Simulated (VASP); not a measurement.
Wanted: the native input for a VASP 6.6.1 run.

- Task: single point
- Functional: PBE
- Potentials or basis: VASP PAW PBE potentials, release 64 (La, Lu, O_h)
- Cutoff: 1340 eV
- k mesh: 4 × 4 × 4
- Occupations: gaussian, width 0.1 eV
- Spin: no spin polarisation
- Dipole correction: no
- Further INCAR settings: ALGO = Normal; EDIFF = 1e-06; NBANDS = 44

The structure of La3LuO2 lies in POSCAR:

```
La3LuO2
1.0
    5.8093674258      0.0000000000      0.0000000000
    0.0000000000      5.8093674258      0.0000000000
    0.0000000000      0.0000000000      6.4418630658
La Lu O
3 1 2
Direct
    0.5000000000      0.5000000000      0.5000000000
    0.0000000000      0.5000000000      0.0000000000
    0.5000000000      0.0000000000      0.0000000000
    0.0000000000      0.0000000000      0.0000000000
    0.0000000000      0.0000000000      0.3086434744
    0.0000000000      0.0000000000      0.6913565256
```

The cell was generated, and may not be a known phase.

One way to write it, as run:

INCAR

```
SYSTEM = La3LuO2
PREC = Accurate
ENCUT = 1340
EDIFF = 1E-6
ISMEAR = 0
SIGMA = 0.1
LREAL = .FALSE.
LASPH = .TRUE.
NELM = 200
ALGO = Normal
ISIF = 2
LWAVE = .FALSE.
LCHARG = .TRUE.
GGA = PE
LELF = .TRUE.
LVHAR = .TRUE.
NBANDS = 44
GGA_COMPAT = .FALSE.
LMAXMIX = 6
```

KPOINTS

```
regular mesh
0
G
  4 4 4
  0 0 0
```

Potentials or basis: VASP PAW PBE potentials, release 64 (La, Lu, O_h).

Launch:

```console
$ cat potpaw_PBE.64/La/POTCAR potpaw_PBE.64/Lu/POTCAR potpaw_PBE.64/O_h/POTCAR > POTCAR
$ mpirun -np 1 vasp_std > vasp.out
```

It gave:

* Pressure: 0.1 GPa
* Largest force: 0.172 eV/Å
* Band gap on the k mesh: zero (bands 35 and 36 overlap by 0.53 eV)

Caveat: spin-orbit coupling is left out, which moves the levels of the heavy elements.

Run time: 21 min on 1 thread of Intel(R) Xeon(R) 6975P-C (Granite Rapids), on a shared host, peak memory 1.2 GiB.
